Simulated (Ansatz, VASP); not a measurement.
**Two plane-wave programs on TePb2**

The input INCAR:

```
SYSTEM = TePb2
ALGO = Fast
EDIFF = 1E-6
EDIFFG = -0.01
ENCUT = 600
GGA = PE
IBRION = 2
ISIF = 3
ISMEAR = 0
LASPH = .True.
LCHARG = .False.
LREAL = .False.
LWAVE = .False.
NELM = 80
NSW = 100
PREC = Accurate
SIGMA = 0.1
```

The input KPOINTS:

```
k-points
0
Gamma
  12 12 12
  0 0 0
```

The input POSCAR:

```
TePb2
1.0
    5.3261497687      0.0000000000      0.0000000000
   -2.6630748843      4.6125810040      0.0000000000
    0.0000000000      0.0000000000      4.0792640838
Te Pb
1 2
Direct
    0.0000000000      0.0000000000      0.0000000000
    0.3333333333      0.6666666667      0.5000000000
    0.6666666667      0.3333333333      0.5000000000
```

Input for Ansatz:

```yaml
crystal:
  lattice:
    - [5.3261497687, 0.0, 0.0]
    - [-2.6630748843, 4.612581004, 0.0]
    - [0.0, 0.0, 4.0792640838]
  atoms:
    - { symbol: Te, position: [0.0, 0.0, 0.0] }
    - { symbol: Pb, position: [0.3333333333, 0.6666666667, 0.5] }
    - { symbol: Pb, position: [0.6666666667, 0.3333333333, 0.5] }
basis:
  ecutwfc: 420
kpoints:
  mp_grid: { grid: [12, 12, 12] }
hamiltonian:
  xc: pbe
scf:
  occupations: { method: gaussian, width: 0.1 }
output:
  forces: true
  stress: true
  eigenvalues: true
relax:
  adjacent_minimum: "off"
  f_tol: 0.01
  max_steps: 80
  cell: { stress_tol: 0.05 }
```

Alike in both runs: task relaxation of cell and atoms; functional PBE; k mesh 12 × 12 × 12; occupations gaussian, width 0.1 eV; no spin polarisation.

|  | VASP | Ansatz |
| --- | --- | --- |
| version | VASP 6.6.1 | Ansatz 0.2.0 |
| potentials or method | VASP PAW PBE potentials, release 64 (Te, Pb_d), cutoff 600 eV | scalar-relativistic, plane waves, PAW |
| valence electrons in the cell | 34 | 44 |

Ansatz gave:

```
gap on the k mesh at the Fermi level, each at its own relaxed structure (eV)  : none
relaxed volume (Å³/atom)                                                      : 33.25
relaxed length of the cell vector where the two differ most in proportion (Å) : 4.030
```

Q: Which values does VASP return?

A: gap on the k mesh at the Fermi level, each at its own relaxed structure (eV): none; relaxed volume (Å³/atom): 33.27; relaxed length of the cell vector where the two differ most in proportion (Å): 4.033.

A gap of «none» marks a metal or a gap that the smearing closes. VASP's potentials hold 34 valence electrons a cell and Ansatz's 44, so a difference there can come from the potentials and not from the codes.

Spin-orbit coupling is off throughout.
